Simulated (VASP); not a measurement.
Here is a VASP 6.6.1 calculation.

File INCAR:

```
PREC = Accurate ; ENCUT = 500
EDIFF = 1E-6 ; ISMEAR = 0
SIGMA = 0.01 ; LREAL = False
LASPH = True ; NELM = 120
ALGO = Normal ; ISIF = 2
LWAVE = False ; LCHARG = False
GGA = PE ; NBANDS = 11
GGA_COMPAT = False
```

Contents of KPOINTS:

```
regular mesh
0
Gamma
  8 8 8
```

Contents of POSCAR:

```
AlP
1.0
    0.0000000000      2.7536744975      2.7536744975
    2.7536744975      0.0000000000      2.7536744975
    2.7536744975      2.7536744975      0.0000000000
Al P
1 1
Direct
    0.0000000000      0.0000000000      0.0000000000
    0.2500000000      0.2500000000      0.2500000000
```

Potentials or basis: VASP PAW PBE potentials, release 64 (Al, P).

Launch:

```console
$ cat potpaw_PBE.64/Al/POTCAR potpaw_PBE.64/P/POTCAR > POTCAR
$ mpirun -np 1 vasp_std > vasp.out
```

Estimate the band gap on the k mesh.

1.63 eV, indirect (least direct gap 3.09 eV).

What does it give for the pressure?

-0.1 GPa.

A k mesh can miss the band edges. As with any semilocal functional, this PBE gap is likely too small.
